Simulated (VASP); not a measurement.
NaCl:

```
CELL_PARAMETERS angstrom
0.00000 2.84709 2.84709
2.84709 0.00000 2.84709
2.84709 2.84709 0.00000
ATOMIC_POSITIONS crystal
Na 0.00000 0.00000 0.00000
Cl 0.50000 0.50000 0.50000
```

| Property | Result |
| --- | --- |
| Program | VASP 6.6.1 |
| Task | relaxation of cell and atoms |
| Functional | PBE |
| Dispersion | D3(BJ) |
| Potentials or basis | VASP PAW PBE potentials, release 64 (Na_pv, Cl) |
| Cutoff | 600 eV |
| k mesh | 8 × 8 × 8 |
| Occupations | gaussian, width 0.02 eV |
| Spin | no spin polarisation |

At the start: pressure -1.5 GPa; volume 23.08 Å³/atom.

Task: Where does the relaxation end?

Result: Over 4 steps the energy falls by 6.7 meV/atom and the volume is 21.70 Å³/atom (-6.0 %); space group Fm-3m (No. 225, to 0.05 Å).

Step by step:
```
step  energy change (eV)  largest force (eV/Å)  pressure (GPa)  volume (Å³)
   1              0.0000                0.0000           -1.48        46.16
   2             -0.0101                0.0000           -0.79        44.74
   3             -0.0135                0.0000           -0.06        43.51
   4             -0.0135                0.0000            0.01        43.41
```

Final structure:
```xyz
2
Lattice="0.0000 2.7894 2.7894 2.7894 0.0000 2.7894 2.7894 2.7894 0.0000" Properties=species:S:1:pos:R:3 pbc="T T T"
Na    5.5788    2.7894    2.7894
Cl    2.7894    2.7894    2.7894
```
